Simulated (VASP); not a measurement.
Crystal: HPbNO4.

```xyz
7
Lattice="4.2753 -0.0004 0.0064 -2.0840 5.2077 -0.0491 -2.1238 -1.8657 4.9149" Properties=species:S:1:pos:R:3 pbc="T T T"
H     2.2338   -1.5247    4.4769
Pb    0.1373    4.0030    0.6652
N    -2.0197    1.5311    2.4473
O     2.2736    4.7756    0.1022
O    -1.9905    2.6889    2.9560
O     2.2225    1.4102    1.1945
O    -2.0163    0.5081    3.1892
```

Base run:

| Property | Result |
| --- | --- |
| Program | VASP 6.6.1 |
| Functional | RPBE |
| Potentials or basis | VASP PAW PBE potentials, release 64 (H, Pb_d, N, O) |
| Cutoff | 520 eV |
| k mesh | 8 × 6 × 6 |
| Occupations | fermi-dirac, width 0.05 eV |
| Spin | no spin polarisation |

Its results: band gap on the k mesh 2.83 eV (least direct gap 3.16 eV); pressure 3.0 GPa; largest force 0.700 eV/Å.

Question: The run is repeated on the same cell with these changes: functional from RPBE to LDA; potentials or basis from VASP PAW PBE potentials, release 64 (H, Pb_d, N, O) to VASP PAW LDA potentials, release 64 (H, Pb_d, N, O). What comes out?

Answer: Band gap on the k mesh 2.72 eV (least direct gap 3.08 eV); pressure -4.4 GPa; largest force 0.634 eV/Å.

Caveats: spin-orbit coupling is left out, which moves the levels of the heavy elements; the PAW data sets were made with another functional, which shifts forces and pressure a little (at least some runs); the cell stands under tension (at least some runs).

A k mesh can miss the band edges.
